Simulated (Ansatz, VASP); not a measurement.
Co in VASP and in Ansatz

File INCAR:

```
PREC = Accurate ; ENCUT = 520
EDIFF = 1E-6 ; ISMEAR = -1
SIGMA = 0.05 ; LREAL = F
LASPH = T ; NELM = 150
ALGO = Normal ; ISIF = 2
LWAVE = F ; LCHARG = T
ISPIN = 2 ; MAGMOM = 1.697 1.744 1.744
LORBIT = 11 ; LMAXMIX = 4
GGA = PE ; LELF = T
LVHAR = T ; NBANDS = 24
```

Contents of KPOINTS:

```
Automatic mesh
0
Gamma
  10 10 14
```

POSCAR

```
Co
1.0
    4.1155768924      0.0000000000      0.0000000000
   -2.0577884462      3.5641941400      0.0000000000
    0.0000000000      0.0000000000      2.5330698118
Co
3
Direct
    1.0000000000      1.0000000000      0.0000000000
    0.3333333333      0.6666666667      0.5000000000
    0.6666666667      0.3333333333      0.5000000000
```

Input for Ansatz:

```yaml
crystal:
  lattice:
    - [4.1155768924, 0.0, 0.0]
    - [-2.0577884462, 3.56419414, 0.0]
    - [0.0, 0.0, 2.5330698118]
  atoms:
    - { symbol: Co, position: [1.0, 1.0, 0.0], spin: 1.697 }
    - { symbol: Co, position: [0.3333333333, 0.6666666667, 0.5], spin: 1.744 }
    - { symbol: Co, position: [0.6666666667, 0.3333333333, 0.5], spin: 1.744 }
hamiltonian:
  xc: pbe
  pseudopotentials:
    kind: paw
    azcp:
      Co: "pseudopotentials/Co.paw.azcp"
basis:
  ecutwfc: 420
  fft_grid_basis: typed
kpoints:
  mp_grid: { grid: [10, 10, 14], shift: [0, 0, 0] }
magnetization:
  spin_polarized: true
scf:
  occupations: { method: fermi_dirac, width: 0.05 }
  lower_state_search: "off"
output:
  stress: true
```

Alike in both runs: task single point; functional PBE; k mesh 10 × 10 × 14; occupations fermi-dirac, width 0.05 eV; collinear spin.

|  | VASP | Ansatz |
| --- | --- | --- |
| version | VASP 6.6.1 | Ansatz 0.2.0 |
| potentials or method | VASP PAW PBE potentials, release 64 (Co), cutoff 520 eV | plane waves (420 eV) with PAW, scalar-relativistic |
| valence electrons in the cell | 27 | 51 |

|  | VASP | Ansatz | Ansatz less VASP |
| --- | --- | --- | --- |
| pressure (GPa) | -18.0 | -17.9 | +0.17 |
| traceless stress, the component that is largest in VASP (GPa) | 0.86 | 0.84 | -0.017 |
| net moment per atom (μB) | 1.72 | 1.73 | +0.012 |
| size of the moment on the site where the two differ most (μB) | 1.74 | 1.79 | +0.056 |

Site moments also hang on the region over which each program counts them. VASP's potentials hold 27 valence electrons a cell and Ansatz's 51, so a difference there can come from the potentials and not from the codes.
